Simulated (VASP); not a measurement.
# Sn (R-3m) in VASP: single point with r2SCAN

Aim: the single point of Sn with r2SCAN.

All numbers are computed with VASP 6.6.1; they aren't measurements. Logs are shortened: lines on timing, memory, paths and dates and some standing lists are left out, and cuts for length are marked.

### Step 1. The cell of the first run

The structure is trigonal, space group R-3m (No. 166). Conventional cell: a = 5.490 Å, b = 5.490 Å, c = 3.127 Å, α = 90.00°, β = 90.00°, γ = 120.00°. Sn (site symmetry -3m) has 14 Sn at 3.13 to 3.79 Å within 4.1 Å.

### Step 2. Single point, r2SCAN

The input, POSCAR:

```
Sn
1.0
   -1.9863337224      1.8957517285      1.8957517285
    1.8957517285     -1.9863337224      1.8957517285
    1.8957517285      1.8957517285     -1.9863337224
Sn
1
Direct
    0.0000000000      0.0000000000      0.0000000000
```

The input, INCAR.step1:

```
SYSTEM = Sn
PREC = Accurate
ENCUT = 520
ISMEAR = 0
SIGMA = 0.15
LREAL = .FALSE.
LASPH = .TRUE.
NELM = 60
NBANDS = 13
GGA = PE
ALGO = Normal
EDIFF = 1E-4
LWAVE = .TRUE.
LCHARG = .FALSE.
```

The input, INCAR.step2:

```
SYSTEM = Sn
PREC = Accurate
ENCUT = 520
EDIFF = 1E-7
ISMEAR = 0
SIGMA = 0.15
LREAL = .FALSE.
LASPH = .TRUE.
NELM = 60
ALGO = Normal
ISIF = 2
LWAVE = .FALSE.
LCHARG = .TRUE.
METAGGA = R2SCAN
LMIXTAU = .TRUE.
LELF = .TRUE.
LVHAR = .TRUE.
NBANDS = 13
ISTART = 1
```

The input, KPOINTS:

```
Automatic mesh
0
G
  20 20 20
  0 0 0
```

Potentials or basis: VASP PAW PBE potentials, release 64 (Sn_d).

Started as:

```console
> cat potpaw_PBE.64/Sn_d/POTCAR > POTCAR
> cp INCAR.step1 INCAR
> mpirun -np 1 vasp_std > vasp.out
> cp INCAR.step2 INCAR
> mpirun -np 1 vasp_std > vasp.out
```

OUTCAR:

```text
SYSTEM = Sn
   PREC = Accurate
   ENCUT = 520
   EDIFF = 1E-7
   ISMEAR = 0
   LREAL = .FALSE.
   LASPH = .TRUE.
   NELM = 60
   ISIF = 2
   METAGGA = R2SCAN
   ISTART = 1

 ion  position               nearest neighbor table
   1  0.000  0.000  0.000-

  LATTYP: Found a trigonal (rhomboedric) cell.
 ALAT       =     3.3366556443
 COS(alpha) =    -0.3536531715

  Lattice vectors:

 A1 = (  -1.9863337224,   1.8957517285,   1.8957517285)
 A2 = (   1.8957517285,  -1.9863337224,   1.8957517285)
 A3 = (   1.8957517285,   1.8957517285,  -1.9863337224)

Analysis of symmetry for initial positions (statically):
=====================================================================
 Subroutine PRICEL returns:
 Original cell was already a primitive cell.

 Routine SETGRP: Setting up the symmetry group for a
 trigonal (rhombohedral) supercell.

 Subroutine GETGRP returns: Found 12 space group operations
 (whereof 12 operations were pure point group operations)
 out of a pool of 12 trial point group operations.

The static configuration has the point symmetry D_3d.

Analysis of symmetry for dynamics (positions and initial velocities):
=====================================================================
 Subroutine PRICEL returns:
 Original cell was already a primitive cell.

 Routine SETGRP: Setting up the symmetry group for a
 trigonal (rhombohedral) supercell.

 Subroutine GETGRP returns: Found 12 space group operations
 (whereof 12 operations were pure point group operations)
 out of a pool of 12 trial point group operations.

The dynamic configuration has the point symmetry D_3d.

 Subroutine INISYM returns: Found 12 space group operations
 (whereof 12 operations are pure point group operations),
 and found     1 'primitive' translations

----------------------------------------------------------------------------------------

                                     Primitive cell

  volume of cell :      27.2050

  direct lattice vectors                    reciprocal lattice vectors
    -1.986333722  1.895751729  1.895751729     0.012925839  0.270519345  0.270519345
     1.895751729 -1.986333722  1.895751729     0.270519345  0.012925839  0.270519345
     1.895751729  1.895751729 -1.986333722     0.270519345  0.270519345  0.012925839

  length of vectors
     3.336655644  3.336655644  3.336655644     0.382790424  0.382790424  0.382790424

  position of ions in fractional coordinates (direct lattice)
     0.000000000  0.000000000  0.000000000

  ion indices of the primitive-cell ions
   primitive index   ion index
                 1           1

----------------------------------------------------------------------------------------

 KPOINTS: Automatic mesh

Automatic generation of k-mesh.
 Grid dimensions read from file:
 generate k-points for:   20   20   20

 Generating k-lattice:

  Cartesian coordinates                     Fractional coordinates (reciprocal lattice)
     0.000646292  0.013525967  0.013525967     0.050000000 -0.000000000 -0.000000000
     0.013525967  0.000646292  0.013525967    -0.000000000  0.050000000 -0.000000000
     0.013525967  0.013525967  0.000646292    -0.000000000 -0.000000000  0.050000000

  Length of vectors
     0.019139521  0.019139521  0.019139521

  Shift w.r.t. Gamma in fractional coordinates (k-lattice)
     0.000000000  0.000000000  0.000000000

 Subroutine IBZKPT returns following result:
 ===========================================

 Found    781 irreducible k-points:

 Following reciprocal coordinates:
            Coordinates               Weight
  0.000000  0.000000  0.000000      1.000000
  0.050000  0.000000  0.000000      6.000000
  0.100000  0.000000  0.000000      6.000000
  0.150000  0.000000  0.000000      6.000000
  0.200000  0.000000  0.000000      6.000000
  0.250000  0.000000  0.000000      6.000000
[... 16 lines left out ...]
 -0.400000  0.050000  0.000000     12.000000
 -0.350000  0.050000  0.000000     12.000000
 [... further k-points ...]
   k-points           NKPTS =    781   k-points in BZ     NKDIM =    781   number of bands    NBANDS=     13
   number of dos      NEDOS =    301   number of ions     NIONS =      1
   total plane-waves  NPLWV =  21952
   dimension x,y,z NGX =    28 NGY =   28 NGZ =   28
   dimension x,y,z NGXF=    56 NGYF=   56 NGZF=   56
   ions per type =               1
   NGX,Y,Z   is equivalent  to a cutoff of  13.95, 13.95, 13.95 a.u.
   NGXF,Y,Z  is equivalent  to a cutoff of  27.90, 27.90, 27.90 a.u.
 SYSTEM =  Sn
   PREC   = accura    normal or accurate (medium, high low for compatibility)
   ISTART =      1    job   : 0-new  1-cont  2-samecut
   ICHARG =      0    charge: 1-file 2-atom 10-const
   ISPIN  =      1    spin polarized calculation?
   LNONCOLLINEAR =      F non collinear calculations
   LSORBIT =      F    spin-orbit coupling
   LASPH  =      T    aspherical Exc in radial PAW
   ENCUT  =  520.0 eV  38.22 Ry    6.18 a.u.   6.20  6.20  6.20*2*pi/ulx,y,z
   NELM   =     60;   NELMIN=  2; NELMDL=  0     # of ELM steps
   EDIFF  = 0.1E-06   stopping-criterion for ELM
   LREAL  =      F    real-space projection
   EDIFFG = 0.1E-05   stopping-criterion for IOM
   NSW    =      0    number of steps for IOM
   IBRION =     -1    ionic relax: 0-MD 1-quasi-New 2-CG
   NFREE  =      0    steps in history (QN), initial steepest desc. (CG)
   ISIF   =      2    stress and relaxation
   ISYM   =      2    0-nonsym 1-usesym 2-fastsym
   POTIM  = 0.5000    time-step for ionic-motion
   TEBEG  =    0.0;   TEEND  =   0.0 temperature during run
   PSTRESS=    0.0 pullay stress
   NELECT =      14.0000    total number of electrons
   NUPDOWN=      -1.0000    fix difference up-down
   EMIN   =  10.00;   EMAX   =-10.00  energy-range for DOS
   EFERMI =   0.00;   METHOD = LEGACY
   ISMEAR =     0;   SIGMA  =   0.15  broadening in eV -4-tet -1-fermi 0-gaus
   EFERMI_NEDOS =   21; number of points for ismear=-14 and -15
   IALGO  =     38    algorithm
   IMIX   =      4    mixing-type and parameters
     AMIX     =   0.40;   BMIX     =  1.00
     AMIX_MAG =   1.60;   BMIX_MAG =  1.00
  volume/ion in A,a.u.               =      27.20       183.59
  Fermi-wavevector in a.u.,A,eV,Ry     =   1.311902  2.479136 23.416813  1.721087
  Thomas-Fermi vector in A             =   2.442332
   LORBIT       =      0    0 simple, 1 ext, 2 COOP (PROOUT), +10 PAW based schemes
   METAGGA = R2SCAN    functional components
   LHFCALC =     F    Hartree Fock is set to
   AEXX    =    0.0000 exact exchange contribution
   IVDW    =     0    specifies the selected vdW correction
   LEPSILON=     F    determine dielectric tensor
   LRPA    =     F    only Hartree local field effects (RPA)
 non-spin polarized calculation
 Gauss-broadening in eV      SIGMA  =   0.15
  energy-cutoff  :      520.00
  volume of cell :       27.20
 maximum number of plane-waves:       751
 NGX is ok and might be reduce to    28
   NGX = 13   NGY = 13   NGZ = 13

 number of electron      14.0000006 magnetization

 Free energy of the ion-electron system (eV)
  ---------------------------------------------------
  ext. energy  EPLUGINS =         0.00000000
  ---------------------------------------------------
  free energy    TOTEN  =       -24.49303857 eV

  energy without entropy =      -24.48718317  energy(sigma->0) =      -24.49011087

 E-fermi :   8.0245     XC(G=0): -11.2504

 val. band max:        8.0211548317   @ k =  -0.3000   0.3000   0.1500
 cond. band min:       8.0342569565   @ k =   0.5000   0.2500   0.2000
 fundamental gap:      0.0131021248
 Fermi energy:         8.0244656219

 k-point     1 :       0.0000    0.0000    0.0000
  band No.  band energies     occupation
      1     -14.3118      2.00000
      2     -14.2275      2.00000
      3     -14.2275      2.00000
      4     -14.0900      2.00000
      5     -14.0900      2.00000
      6      -3.6334      2.00000
      7      15.7691      0.00000
      8      15.7691      0.00000
      9      17.4938      0.00000
     10      20.3221      0.00000
     11      20.6027      0.00000
     12      20.9088      0.00000
     13      20.9088      0.00000

 k-point     2 :       0.0500    0.0000    0.0000
  band No.  band energies     occupation
      1     -14.3047      2.00000
      2     -14.2287      2.00000
      3     -14.2247      2.00000
      4     -14.0923      2.00000
      5     -14.0909      2.00000
      6      -3.5726      2.00000
      7      15.5288      0.00000
      8      15.7276      0.00000
      9      16.9527      0.00000
     10      19.8931      0.00000
     11      20.4448      0.00000
     12      20.9175      0.00000
     13      21.0607      0.00000

 k-point     3 :       0.1000    0.0000    0.0000
  band No.  band energies     occupation
      1     -14.2848      2.00000
      2     -14.2323      2.00000
      3     -14.2164      2.00000
      4     -14.0990      2.00000
      5     -14.0934      2.00000
      6      -3.3901      2.00000
      7      14.8667      0.00000
      8      15.5959      0.00000
      9      15.7216      0.00000
     10      19.3548      0.00000
     11      19.4955      0.00000
     12      20.3933      0.00000
     13      21.2822      0.00000
[... 305 lines left out ...]
 k-point    23 :      -0.4000    0.0500    0.0000
  band No.  band energies     occupation
      1     -14.2714      2.00000
      2     -14.2175      2.00000
      3     -14.1220      2.00000
      4     -14.1143      2.00000
      5     -14.0371      2.00000
      6      -0.2174      2.00000
      7       6.3181      2.00000
      8      11.4189      0.00000
      9      13.5231      0.00000
     10      16.8452      0.00000
     11      17.5895      0.00000
     12      21.5561      0.00000
     13      23.7285      0.00000

 k-point    24 :      -0.3500    0.0500    0.0000
  band No.  band energies     occupation
      1     -14.2642      2.00000
      2     -14.2120      2.00000
      3     -14.1278      2.00000
      4     -14.1105      2.00000
      5     -14.0757      2.00000
      6      -1.0550      2.00000
      7       7.8557      1.88848
      8      11.7803      0.00000
      9      13.7443      0.00000
     10      17.1707      0.00000
     11      17.9205      0.00000
     12      20.8860      0.00000
     13      23.2462      0.00000

 [... further k-points ...]

------------------------ aborting loop because EDIFF is reached ----------------------------------------

  FORCE on cell =-STRESS in cart. coord.  units (eV):
  Direction    XX          YY          ZZ          XY          YZ          ZX
  --------------------------------------------------------------------------------------
  -------------------------------------------------------------------------------------
  Total       -0.0295218     -0.0295218     -0.0295218      0.1639257      0.1639257      0.1639257
  in kB       -1.7386230     -1.7386230     -1.7386230      9.6540498      9.6540498      9.6540498
  external PRESSURE =      -1.7386230 kB  Pullay stress =       0.0000000 kB

 VOLUME and BASIS-vectors are now :
 -----------------------------------------------------------------------------
  energy-cutoff  :      520.00
  volume of cell :       27.20
      direct lattice vectors                 reciprocal lattice vectors
    -1.986333722  1.895751729  1.895751729     0.012925839  0.270519345  0.270519345
     1.895751729 -1.986333722  1.895751729     0.270519345  0.012925839  0.270519345
     1.895751729  1.895751729 -1.986333722     0.270519345  0.270519345  0.012925839

 POSITION                                       TOTAL-FORCE (eV/Angst)
 -----------------------------------------------------------------------------------
      0.00000      0.00000      0.00000         0.000000      0.000000      0.000000
 -----------------------------------------------------------------------------------
    total drift:                               -0.000000      0.000000      0.000000

  FREE ENERGIE OF THE ION-ELECTRON SYSTEM (eV)
  ---------------------------------------------------
  free  energy   TOTEN  =       -24.4930385651 eV

  energy  without entropy=      -24.4871831683  energy(sigma->0) =      -24.49011087
```

It took 38 min on 1 thread of Oxide Virtual Turin-like, shared host; peak memory 0.34 GiB.

Results:

```
Free energy            : -24.4930 eV
Pressure               : -0.2 GPa
Band gap on the k mesh : zero (bands 7 and 8 overlap by 10.54 eV)
```

Caveat: the PAW data sets were made with another functional, which shifts forces and pressure a little; spin-orbit coupling is left out, which moves the levels of the heavy elements.
